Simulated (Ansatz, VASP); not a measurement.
Two plane-wave programs on TaIn2

```
Ta In
1.0
     0.00000    3.36778    3.36778
     3.36778    0.00000    3.36778
     3.36778    3.36778    0.00000
Ta In
1 2
Cartesian
  0.0000 0.0000 0.0000
  1.6839 1.6839 1.6839
  5.0517 5.0517 5.0517
```

Alike in both runs: functional PBE; k mesh 12 × 12 × 12; occupations gaussian, width 0.1 eV; no spin polarisation.

Ansatz relaxed the structure, and its values are those at the end. VASP's run is a single point on that final structure, the one shown.

```csv
,VASP,Ansatz
version,VASP 6.6.1,Ansatz 0.2.0
potentials or method,"VASP PAW PBE potentials, release 64 (Ta_pv, In_d), cutoff 520 eV","scalar-relativistic, plane waves, PAW"
valence electrons in the cell,37,39
```

```tsv
	VASP	Ansatz	Ansatz less VASP
gap on the k mesh at the Fermi level (eV)	none	none	-
pressure (GPa)	0.0	0.0	+0.01
```

A gap of «none» marks a metal or a gap that the smearing closes. With one functional, cell and mesh, what is left measures potentials, basis and numerics. VASP's potentials hold 37 valence electrons a cell and Ansatz's 39, so a difference there can come from the potentials and not from the codes.

Spin-orbit coupling is off throughout.
